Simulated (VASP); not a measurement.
Wanted: the native input for a VASP 6.6.1 run.

* Task: single point
* Functional: BLYP
* Potentials or basis: VASP PAW PBE potentials, release 64 (Cr_pv)
* Cutoff: 520 eV
* k mesh: 18 × 18 × 18
* Occupations: fermi-dirac, width 0.05 eV
* Spin: collinear spin, antiferromagnetic start
* Starting moments: [1.153, -1.153] μB
* Dipole correction: no
* Further INCAR settings: ALGO = Normal; EDIFF = 1e-06; NBANDS = 23

The structure of Cr lies in POSCAR:

```
Cr
1.0
    2.9020902426      0.0000000000      0.0000000000
    0.0000000000      2.9020902426      0.0000000000
    0.0000000000      0.0000000000      2.9020902426
Cr
2
Direct
    0.0000000000      0.0000000000      0.0000000000
    0.5000000000      0.5000000000      0.5000000000
```

One way to write it, as run:

INCAR

```
SYSTEM = Cr
  PREC = Accurate
  ENCUT = 520
  EDIFF = 1E-6
  ISMEAR = -1
  SIGMA = 0.05
  LREAL = .False.
  LASPH = .True.
  NELM = 150
  ALGO = Normal
  ISIF = 2
  LWAVE = .False.
  LCHARG = .True.
  ISPIN = 2
  MAGMOM = 1.153 -1.153
  LORBIT = 11
  LMAXMIX = 4
  GGA = B5
  ALDAX = 1.0
  AGGAX = 1.0
  AGGAC = 1.0
  ALDAC = 0.0
  LELF = .True.
  LVHAR = .True.
  NBANDS = 23
```

KPOINTS

```
Automatic mesh
0
Gamma
  18 18 18
  0 0 0
```

Potentials or basis: VASP PAW PBE potentials, release 64 (Cr_pv).

The run is started by

```bash
$ cat potpaw_PBE.64/Cr_pv/POTCAR > POTCAR
$ mpirun -np 1 vasp_std > vasp.out
```

Results of the run:

```
Pressure                                              : 0.3 GPa
Band gap on the k mesh                                : zero (filled and empty bands overlap)
Net moment                                            : 0.00 μB per cell
Site moments                                          : Cr +1.25, -1.25 μB
Valence electrons inside the program's atomic spheres : Cr 10.96
```

Caveat: an empty level that is flat over the whole mesh can mark a ghost state of the potentials, or a narrow d or f band; the antiferromagnetic order is the one typed at the start, and another may lie lower; the PAW data sets were made with another functional, which shifts forces and pressure a little.

It took 5.1 min on 1 thread of Intel Xeon 8259CL, on a shared host, peak memory 0.28 GiB.
